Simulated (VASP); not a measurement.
Slab: BN, a slab with vacuum.

```
B N
1.0
     2.50435    0.00000    0.00000
    -1.25217    2.16883    0.00000
     0.00000    0.00000   25.52864
B N
4 4
Direct
  0.66667 0.33333 0.29379
  0.33333 0.66667 0.43126
  0.66667 0.33333 0.56874
  0.33333 0.66667 0.70621
  0.33333 0.66667 0.29379
  0.66667 0.33333 0.43126
  0.33333 0.66667 0.56874
  0.66667 0.33333 0.70621
```

Base run:

```yaml
Program: VASP 6.6.1
Functional: PBEsol
Potentials_or_basis: VASP PAW PBE potentials, release 64 (B, N)
Cutoff: 520 eV
k_mesh: 12 × 12 × 1
Occupations: gaussian, width 0.05 eV
Spin: no spin polarisation
```

Its results: band gap on the k mesh 4.32 eV, indirect (least direct gap 4.62 eV); largest force 0.027 eV/Å.

Task: The run is repeated on the same cell with these changes: functional from PBEsol to PBE. What comes out?

Result: Band gap on the k mesh 4.41 eV, indirect (least direct gap 4.68 eV); largest force 0.036 eV/Å.

Caveats: the PAW data sets were made with another functional, which shifts forces and pressure a little (some runs).

A k mesh can miss the band edges.
